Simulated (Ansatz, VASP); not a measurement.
## One calculation of Ir, two programs

File INCAR:

```
ALGO = Normal
EDIFF = 1E-7
ENCUT = 520
GGA = PE
ISIF = 2
ISMEAR = -1
LASPH = T
LCHARG = T
LELF = T
LREAL = F
LVHAR = T
LWAVE = F
NBANDS = 10
NELM = 80
PREC = Accurate
SIGMA = 0.05
```

File KPOINTS:

```
k-points
0
Gamma
  15 15 15
```

Contents of POSCAR:

```
Ir
1.0
    0.0000000000      1.9005030000      1.9197000000
    1.9005030000      0.0000000000      1.9197000000
    1.9005030000      1.9005030000      0.0000000000
Ir
1
Direct
    0.0000000000      0.0000000000      0.0000000000
```

Input for Ansatz:

```yaml
crystal:
  lattice:
    - [0.0, 1.900503, 1.9197]
    - [1.900503, 0.0, 1.9197]
    - [1.900503, 1.900503, 0.0]
  atoms:
    - { symbol: Ir, position: [0.0, 0.0, 0.0] }
kpoints:
  mp_grid: { grid: [15, 15, 15] }
  band_path:
    path:
      - [0.0, 0.0, 0.0]
      - [0.0, 0.5, 0.5]
      - [0.25, 0.75, 0.5]
      - [0.0, 0.5, 0.0]
      - [0.0, 0.0, 0.0]
      - [0.5, 0.5, 0.0]
      - [0.3725125, 0.6274875, 0.0]
      - [-0.3725125, 0.3725125, 0.0]
      - [0.0, 0.0, 0.0]
    npoints: 5
scf:
  occupations: { method: fermi_dirac, width: 0.05 }
hamiltonian:
  xc: pbe
  pseudopotentials: { kind: all_electron, lapw: { basis_error: 0.0005 } }
output:
  forces: true
  stress: true
  eigenvalues: true
```

Change from the starting cell: equal xx and yy strain of -1 %.

Alike in both runs: task single point; functional PBE; k mesh 15 × 15 × 15; occupations fermi-dirac, width 0.05 eV; no spin polarisation.

|  | VASP | Ansatz |
| --- | --- | --- |
| version | VASP 6.6.1 | Ansatz 0.2.0 |
| potentials or method | VASP PAW PBE potentials, release 64 (Ir), cutoff 520 eV | all-electron LAPW, scalar-relativistic |

Ansatz gave:

- pressure (GPa): 17.2
- traceless stress, the component that is largest in VASP (GPa): -2.81

Question: Which values does VASP return?

Answer: Pressure (GPa): 18.0; traceless stress, the component that is largest in VASP (GPa): -2.80.

Ansatz ran all-electron here, and VASP with PAW potentials.

Spin-orbit coupling is off throughout.
